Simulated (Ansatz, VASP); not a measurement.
TiO2 in VASP and in Ansatz

Contents of INCAR:

```
SYSTEM = TiO2
ALGO = Normal
EDIFF = 1E-6
ENCUT = 520
GGA = PE
ISIF = 2
ISMEAR = 0
LASPH = .TRUE.
LCHARG = .TRUE.
LELF = .TRUE.
LREAL = .FALSE.
LVHAR = .TRUE.
LWAVE = .FALSE.
NBANDS = 33
NELM = 60
PREC = Accurate
SIGMA = 0.02
```

The input KPOINTS:

```
k-points
0
G
  10 10 10
  0 0 0
```

The input POSCAR:

```
TiO2
1.0
   -1.8866760051      1.8866760051      4.7057941776
    1.8866760051     -1.8866760051      4.7057941776
    1.8866760051      1.8866760051     -4.7057941776
Ti O
2 4
Direct
    0.0000000000      0.0000000000      0.0000000000
    0.7500000000      0.2500000000      0.5000000000
    0.9601720305      0.4601720305      0.5000000000
    0.2101720305      0.2101720305      0.0000000000
    0.5398279695      0.0398279695      0.5000000000
    0.7898279695      0.7898279695      0.0000000000
```

Input for Ansatz:

```yaml
crystal:
  lattice:
    - [-1.8866760051, 1.8866760051, 4.7057941776]
    - [1.8866760051, -1.8866760051, 4.7057941776]
    - [1.8866760051, 1.8866760051, -4.7057941776]
  atoms:
    - { symbol: Ti, position: [0.0, 0.0, 0.0] }
    - { symbol: Ti, position: [0.75, 0.25, 0.5] }
    - { symbol: O, position: [0.9601720305, 0.4601720305, 0.5] }
    - { symbol: O, position: [0.2101720305, 0.2101720305, 0.0] }
    - { symbol: O, position: [0.5398279695, 0.0398279695, 0.5] }
    - { symbol: O, position: [0.7898279695, 0.7898279695, 0.0] }
basis:
  ecutwfc: 420
kpoints:
  mp_grid: { grid: [10, 10, 10] }
  band_path: { path: [VBM, CBM], npoints: 2 }
hamiltonian:
  xc: pbe
scf:
  occupations: { method: gaussian, width: 0.02 }
output:
  forces: true
  stress: true
  eigenvalues: true
checkpoint:
  read: start.run
  write: ck
  compress: false
  write_wavefunctions: false
  write_every: 100000
```

Alike in both runs: task single point; functional PBE; k mesh 10 × 10 × 10; occupations gaussian, width 0.02 eV; no spin polarisation.

```csv
,VASP,Ansatz
version,VASP 6.6.1,Ansatz 0.2.0
potentials or method,"VASP PAW PBE potentials, release 64 (Ti_sv, O), cutoff 520 eV","scalar-relativistic, plane waves, PAW"
valence electrons in the cell,48,48
```

```csv
,VASP,Ansatz,Ansatz less VASP
gap on the k mesh at the Fermi level (eV),2.08,2.10,+0.025
least direct gap on the mesh (eV),2.46,2.48,+0.021
pressure (GPa),8.8,8.0,-0.74
"traceless stress, the component that is largest in VASP (GPa)",-0.05,-0.09,-0.034
rms of the force components (eV/Å),0.011,0.000,-0.0110
```

Atom by atom the forces differ by 0.011 eV/Å (rms over components). With one functional, cell and mesh, what is left measures potentials, basis and numerics.
